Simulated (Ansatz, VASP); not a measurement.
## Si: VASP beside Ansatz

```xyz
1
Lattice="-1.6269 1.6269 1.3203 1.6269 -1.6269 1.3203 1.6269 1.6269 -1.3203" Properties=species:S:1:pos:R:3 pbc="T T T"
Si    0.0000    0.0000    0.0000
```

Alike in both runs: task single point; functional BLYP; k mesh 9 × 9 × 9; occupations fermi-dirac, width 0.2 eV; no spin polarisation.

|  | VASP | Ansatz |
| --- | --- | --- |
| version | VASP 6.6.1 | Ansatz 0.2.0 |
| potentials or method | VASP PAW PBE potentials, release 64 (Si), cutoff 520 eV | plane waves, PAW |
| valence electrons in the cell | 4 | 4 |

```csv
,VASP,Ansatz,Ansatz less VASP
pressure (GPa),13.1,12.6,-0.58
"traceless stress, the component that is largest in VASP (GPa)",-0.67,-0.73,-0.062
```

VASP's potentials were made for PBE, not for BLYP. The functional is the same, so the differences come from potentials, cutoffs and numerics. Ansatz's warnings: stress scf threshold loose.
